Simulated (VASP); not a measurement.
Runs of VASP 6.6.1 on Re. The structure is that of space group Cmcm (No. 63), or close to it. The cells are those of the table. 

| task | cell | k mesh | cutoff (eV) | gap on the mesh (eV) | pressure (GPa) | relaxed volume (Å³/atom) | largest force (eV/Å) |
| --- | --- | --- | --- | --- | --- | --- | --- |
| relaxation of cell and atoms | relaxed from a = 4.037, b = 4.037, c = 2.965 Å, angles 90.0, 90.0, 140.7°, 2 atoms | 6 × 6 × 6 | 600 | none | 0.0 | (b) | 0.03 |
| relaxation of cell and atoms | relaxed from a = 3.987, b = 3.987, c = 3.120 Å, angles 90.7, 90.7, 142.1°, 2 atoms | 8 × 8 × 6 | 600 | none | -0.2 | 15.97 | 0.02 |
| single point | a = 3.987, b = 3.987, c = 3.120 Å, angles 90.7, 90.7, 142.1°, 2 atoms | 8 × 8 × 6 | 520 | none | (a) | - | 0.57 |
| single point | a = 4.301, b = 4.301, c = 2.784 Å, angles 90.0, 90.0, 141.7°, 2 atoms | 20 × 20 × 20 | 520 | none | -0.6 | - | - |
| single point | a = 4.297, b = 4.297, c = 2.789 Å, angles 90.0, 90.0, 141.7°, 2 atoms | 6 × 6 × 6 | 520 | none | -0.6 | - | 0.01 |

Alike in all rows: level PBE; potentials or basis VASP PAW PBE potentials, release 64 (Re); no spin polarisation; smearing gaussian 0.1 eV.

Problem. Estimate the missing entries.

Solution. (a) 18.9; (b) 15.94.

Caveats: some runs use coarse meshes; spin-orbit coupling is left out, which moves the levels of the heavy elements.

A k mesh can miss the band edges, and the runs leave out spin-orbit coupling on Re.

A gap of «none» marks levels without a gap at the run's occupations.
